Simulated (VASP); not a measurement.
# BeRhS3 (Pm-3m) in VASP: notebook, part 2 of 2

VASP 6.6.1. The steps go on from the part before.

## 4. Single point, PBE

Contents of INCAR:

```
SYSTEM = BeRhS3
ALGO = Normal ; EDIFF = 1E-6
ENCUT = 520 ; GGA = PE
ISIF = 2 ; ISMEAR = 0
LASPH = .TRUE. ; LCHARG = .FALSE.
LREAL = .FALSE. ; LWAVE = .FALSE.
NBANDS = 26 ; NELM = 80
PREC = Accurate ; SIGMA = 0.1
```

Contents of KPOINTS:

```
k-points
0
G
  10 10 10
  0 0 0
```

Contents of POSCAR:

```
BeRhS3
1.0
    4.2233278872      0.0000000000      0.0000000000
    0.0000000000      4.2233278872      0.0000000000
    0.0000000000      0.0000000000      4.2233278872
Be Rh S
1 1 3
Direct
    0.0000000000      0.0000000000      0.0000000000
    0.5000000000      0.5000000000      0.5000000000
    0.5000000000      0.0000000000      0.0000000000
    0.0000000000      0.5000000000      0.0000000000
    0.0000000000      0.0000000000      0.5000000000
```

Potentials or basis: VASP PAW PBE potentials, release 64 (Be, Rh_pv, S).

Command:

```sh
$ cat potpaw_PBE.64/Be/POTCAR potpaw_PBE.64/Rh_pv/POTCAR potpaw_PBE.64/S/POTCAR > POTCAR
$ mpirun -np 1 vasp_std > vasp.out
```

OUTCAR:

```text
SYSTEM = BeRhS3
   EDIFF = 1E-6
   ENCUT = 520
   GGA = PE
   ISIF = 2
   ISMEAR = 0
   LASPH = .TRUE.
   LREAL = .FALSE.
   NELM = 80
   PREC = Accurate

 ion  position               nearest neighbor table
   1  0.000  0.000  0.000-   3 2.11   4 2.11   5 2.11   5 2.11   4 2.11   3 2.11
   2  0.500  0.500  0.500-   3 2.99   4 2.99   5 2.99   3 2.99   4 2.99   3 2.99   5 2.99   3 2.99
                             4 2.99   5 2.99   4 2.99   5 2.99
   3  0.500  0.000  0.000-   1 2.11   1 2.11   2 2.99   2 2.99   2 2.99   2 2.99
   4  0.000  0.500  0.000-   1 2.11   1 2.11   2 2.99   2 2.99   2 2.99   2 2.99
   5  0.000  0.000  0.500-   1 2.11   1 2.11   2 2.99   2 2.99   2 2.99   2 2.99

  LATTYP: Found a simple cubic cell.
 ALAT       =     4.2233278872

  Lattice vectors:

 A1 = (   4.2233278872,   0.0000000000,   0.0000000000)
 A2 = (   0.0000000000,   4.2233278872,   0.0000000000)
 A3 = (   0.0000000000,   0.0000000000,   4.2233278872)

Analysis of symmetry for initial positions (statically):
=====================================================================
 Subroutine PRICEL returns:
[... 174 lines left out ...]
  free energy    TOTEN  =       -20.69255615 eV

  energy without entropy =      -20.67375549  energy(sigma->0) =      -20.68315582

 E-fermi :   7.1018     XC(G=0): -11.1319

 val. band max:        7.1017035410   @ k =   0.3000   0.1000   0.0000
 cond. band min:       7.1206751468   @ k =   0.3000   0.3000   0.1000
 fundamental gap:      0.0189716058
 Fermi energy:         7.1017909862

 k-point     1 :       0.0000    0.0000    0.0000
  band No.  band energies     occupation
      1     -38.7201      2.00000
      2     -38.7201      2.00000
      3     -38.7201      2.00000
      4      -8.4220      2.00000
      5      -4.4001      2.00000
      6      -4.4001      2.00000
[... 685 lines left out ...]
     25      14.7652      0.00000
     26      15.4094      0.00000

 [... further k-points ...]
[... 5 lines left out ...]
  --------------------------------------------------------------------------------------
  -------------------------------------------------------------------------------------
  Total       -0.0372271     -0.0372271     -0.0372271      0.0000000      0.0000000     -0.0000000
  in kB       -0.7917826     -0.7917826     -0.7917826      0.0000000      0.0000000     -0.0000000
  external PRESSURE =      -0.7917826 kB  Pullay stress =       0.0000000 kB

 VOLUME and BASIS-vectors are now :
 -----------------------------------------------------------------------------
  energy-cutoff  :      520.00
  volume of cell :       75.33
      direct lattice vectors                 reciprocal lattice vectors
     4.223327887  0.000000000  0.000000000     0.236780100  0.000000000  0.000000000
     0.000000000  4.223327887  0.000000000     0.000000000  0.236780100  0.000000000
     0.000000000  0.000000000  4.223327887     0.000000000  0.000000000  0.236780100

 POSITION                                       TOTAL-FORCE (eV/Angst)
 -----------------------------------------------------------------------------------
      0.00000      0.00000      0.00000         0.000000      0.000000      0.000000
      2.11166      2.11166      2.11166         0.000000      0.000000      0.000000
      2.11166      0.00000      0.00000         0.000000      0.000000      0.000000
      0.00000      2.11166      0.00000         0.000000      0.000000      0.000000
      0.00000      0.00000      2.11166         0.000000      0.000000      0.000000
 -----------------------------------------------------------------------------------
    total drift:                                0.000000      0.000000     -0.000000

  FREE ENERGIE OF THE ION-ELECTRON SYSTEM (eV)
  ---------------------------------------------------
  free  energy   TOTEN  =       -20.6925561513 eV

  energy  without entropy=      -20.6737554893  energy(sigma->0) =      -20.68315582
```

OSZICAR:

```text
N       E                     dE             d eps       ncg     rms          rms(c)
DAV:   1     0.234583786579E+03    0.23458E+03   -0.18452E+04  3064   0.126E+03
DAV:   2    -0.891627030925E+01   -0.24350E+03   -0.23301E+03  3446   0.305E+02
DAV:   3    -0.219097504723E+02   -0.12993E+02   -0.12494E+02  3654   0.695E+01
DAV:   4    -0.221286760055E+02   -0.21893E+00   -0.21821E+00  3586   0.965E+00
DAV:   5    -0.221327897080E+02   -0.41137E-02   -0.41107E-02  3686   0.134E+00    0.164E+01
DAV:   6    -0.264138689236E+02   -0.42811E+01   -0.15621E+01  3286   0.314E+01    0.231E+01
DAV:   7    -0.208176276417E+02    0.55962E+01   -0.67682E+00  3276   0.271E+01    0.712E+00
DAV:   8    -0.208244978938E+02   -0.68703E-02   -0.20421E+00  3240   0.854E+00    0.490E+00
DAV:   9    -0.206949138421E+02    0.12958E+00   -0.32654E-01  3502   0.449E+00    0.103E+00
DAV:  10    -0.206934447115E+02    0.14691E-02   -0.15135E-02  3372   0.741E-01    0.521E-01
DAV:  11    -0.206925298564E+02    0.91486E-03   -0.31178E-03  3446   0.280E-01    0.141E-01
DAV:  12    -0.206925795443E+02   -0.49688E-04   -0.24750E-04  3544   0.102E-01    0.711E-02
DAV:  13    -0.206925572769E+02    0.22267E-04   -0.22139E-05  3774   0.319E-02    0.265E-02
DAV:  14    -0.206925560121E+02    0.12648E-05   -0.45449E-06  3208   0.111E-02    0.138E-02
DAV:  15    -0.206925561513E+02   -0.13920E-06   -0.83240E-07  1812   0.530E-03
   1 F= -.20692556E+02 E0= -.20683156E+02  d E =-.188007E-01
```

stdout:

```text
POSCAR found type information on POSCAR BeRhS
 POSCAR found :  3 types and       5 ions
 scaLAPACK will be used
 LDA part: xc-table for (Slater+PW92), standard interpolation
 POSCAR, INCAR and KPOINTS ok, starting setup
 FFT: planning ... GRIDC
 FFT: planning ... GRID_SOFT
 FFT: planning ... GRID
 WAVECAR not read
 entering main loop
```

Wall time 55 s (1 thread of Intel Xeon Platinum 8259CL at 2.50GHz (Skylake/Cascade Lake), shared host); peak memory 0.23 GiB.

What came out:

```yaml
Free_energy: -20.6926 eV
Pressure: -0.1 GPa
```

Levels at points of the mesh, in eV from the Fermi level:
```tsv
k point	band 13	band 14	band 15	band 16	band 17	band 18	band 19	band 20	band 21	band 22
(0.00, 0.00, 0.00)	-1.56	-1.56	-1.22	-1.22	-1.22	-0.34	-0.34	-0.34	-0.06	5.60
(0.50, 0.00, 0.00)	-2.80	-1.94	-1.94	-1.51	-1.22	0.61	0.86	0.86	3.85	4.20
(0.50, 0.50, 0.00)	-2.63	-1.46	-1.14	-1.12	-0.07	0.41	0.41	1.50	4.82	4.87
(0.50, 0.50, 0.50)	-1.15	-1.15	-1.15	0.04	0.04	0.41	0.99	0.99	0.99	4.98
```

## 5. Summary

| spin | cell | k mesh | gap on the mesh (eV) | pressure (GPa) | moment (μB) |
| --- | --- | --- | --- | --- | --- |
| collinear, ferromagnetic start | a = 4.224 Å, 5 atoms | 4 × 4 × 4 | none | -0.1 | 0.00 |
| collinear, ferromagnetic start | a = 4.612 Å, 5 atoms | 4 × 4 × 4 | none | -13.0 | 0.40 |
| off | a = 4.223 Å, 5 atoms | 10 × 10 × 10 | none | -0.1 | - |

Alike in all rows: task single point; level PBE; potentials or basis VASP PAW PBE potentials, release 64 (Be, Rh_pv, S); cutoff (eV) 520; smearing gaussian 0.1 eV.

Caveats: some runs use coarse meshes.

Total energies depend on the potentials used, so only differences within one code and one set of settings carry meaning.
